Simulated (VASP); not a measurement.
Runs of VASP 6.6.1 on KI. It takes space group Pm-3m (No. 221, cubic). Conventional cell: a = 4.291 Å, b = 4.291 Å, c = 4.291 Å, α = 90.00°, β = 90.00°, γ = 90.00°. Within 4.9 Å of K (site symmetry m-3m) lie 8 I at 3.72 Å and 6 K at 4.29 Å. Within 4.9 Å of I (site symmetry m-3m) lie 8 K at 3.72 Å and 6 I at 4.29 Å. 

```tsv
level	smearing	grid for exact exchange (PRECFOCK)	share of exact exchange	screening parameter	gap on the mesh (eV)	pressure (GPa)
r2SCAN+D4	gaussian 0.01 eV	-	-	-	4.04	(a)
r2SCAN	gaussian 0.01 eV	-	-	-	4.04	0.1
PBE-based screened hybrid with 30 % exact exchange	gaussian 0.01 eV	Normal	0.3	0.3 1/Å	4.25	0.3
r2SCAN	gaussian 0.001 eV	-	-	-	4.04	0.1
```

Alike in all rows: task single point; potentials or basis VASP PAW PBE potentials, release 64 (K_sv, I); no spin polarisation; cell as given; k mesh 4 × 4 × 4; cutoff (eV) 520.

Q: Fill in the values left out.

A: (a) -0.2.

Caveats: the PAW data sets were made with another functional, which shifts forces and pressure a little; spin-orbit coupling is left out, which moves the levels of the heavy elements.

A k mesh can miss the band edges, and the runs leave out spin-orbit coupling on I.
